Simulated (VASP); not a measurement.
Wanted: the native input for a VASP 6.6.1 run.

```yaml
Task: single point
Functional: LDA
Potentials_or_basis: VASP PAW LDA potentials, release 64 (C, H)
Cutoff: 520 eV
k_mesh: 4 × 4 × 1
Occupations: gaussian, width 0.05 eV
Spin: no spin polarisation
Dipole_correction: yes
Further_INCAR_settings: LREAL = Auto; ALGO = Normal; EDIFF = 1e-06; NBANDS = 108
```

The structure of HC20 lies in POSCAR:

```
HC20
1.0
    7.2015518731      0.0000000000      0.0000000000
   -3.3194130427      7.7907812636      0.0000000000
    0.0000000000      0.0000000000     22.7916832250
C H
40 2
Direct
    0.2501129010      0.1667043003      0.1755026147
    0.2501129010      0.6667043003      0.1755026147
    0.7501129009      0.1667043003      0.1755026147
    0.7501129009      0.6667043003      0.1755026147
    0.2498870990      0.3332956997      0.1755026147
    0.2498870990      0.8332956997      0.1755026147
    0.7498870990      0.3332956997      0.1755026147
    0.7498870990      0.8332956997      0.1755026147
    0.2501129010      0.4167043003      0.2291325538
    0.2501129010      0.9167043003      0.2291325538
    0.7501129009      0.4167043003      0.2291325538
    0.7501129009      0.9167043003      0.2291325538
    0.2498870990      0.0832956997      0.2291325538
    0.2498870991      0.5832956997      0.2291325538
    0.7498870990      0.0832956997      0.2291325538
    0.7498870990      0.5832956997      0.2291325538
    0.2500458055      0.1676520614      0.2827258575
    0.2500458055      0.6676520614      0.2827258575
    0.7500458055      0.1676520614      0.2827258575
    0.7500458055      0.6676520614      0.2827258575
    0.2499541945      0.3323479386      0.2827258575
    0.2499541945      0.8323479386      0.2827258575
    0.7499541945      0.3323479386      0.2827258575
    0.7499541945      0.8323479386      0.2827258575
    0.2500622594      0.4183368654      0.3365410697
    0.2500622594      0.9183368654      0.3365410697
    0.7500622594      0.4183368654      0.3365410697
    0.7500622594      0.9183368654      0.3365410697
    0.2499377406      0.0816631346      0.3365410697
    0.2499377406      0.5816631346      0.3365410697
    0.7499377406      0.0816631346      0.3365410697
    0.7499377406      0.5816631346      0.3365410697
    0.2501903787      0.1771682769      0.3857408485
    0.2501903787      0.6771682769      0.3857408485
    0.7501903787      0.1771682769      0.3857408485
    0.7501903787      0.6771682769      0.3857408485
    0.2498096213      0.3228317231      0.3857408485
    0.2498096213      0.8228317231      0.3857408485
    0.7498096213      0.3228317231      0.3857408485
    0.7498096213      0.8228317231      0.3857408485
    0.9998096213      0.2345629937      0.4054848926
    0.9998096213      0.4111004525      0.4054848926
```

One way to write it, as run:

INCAR

```
SYSTEM = HC20
PREC = Accurate
ENCUT = 520
EDIFF = 1E-6
ISMEAR = 0
SIGMA = 0.05
LREAL = Auto
LASPH = .TRUE.
NELM = 60
ALGO = Normal
ISIF = 2
LWAVE = .FALSE.
LCHARG = .FALSE.
LDIPOL = .TRUE.
IDIPOL = 3
DIPOL = 0.5 0.5 0.288
NBANDS = 108
```

KPOINTS

```
Automatic mesh
0
G
  4 4 1
  0 0 0
```

Potentials or basis: VASP PAW LDA potentials, release 64 (C, H).

The run is started by

```console
$ cat potpaw_LDA.64/C/POTCAR potpaw_LDA.64/H/POTCAR > POTCAR
$ mpirun -np 1 vasp_std > vasp.out
```

Results of the run:

- Largest force: 7.154 eV/Å
- Band gap on the k mesh: zero (band 81 reaches -3.33 eV, above the bottom of band 82 at -3.39 eV)

Run time: 45 min on 1 thread of Intel(R) Xeon(R) 6975P-C (Granite Rapids), with other jobs on the host, peak memory 1.3 GiB.
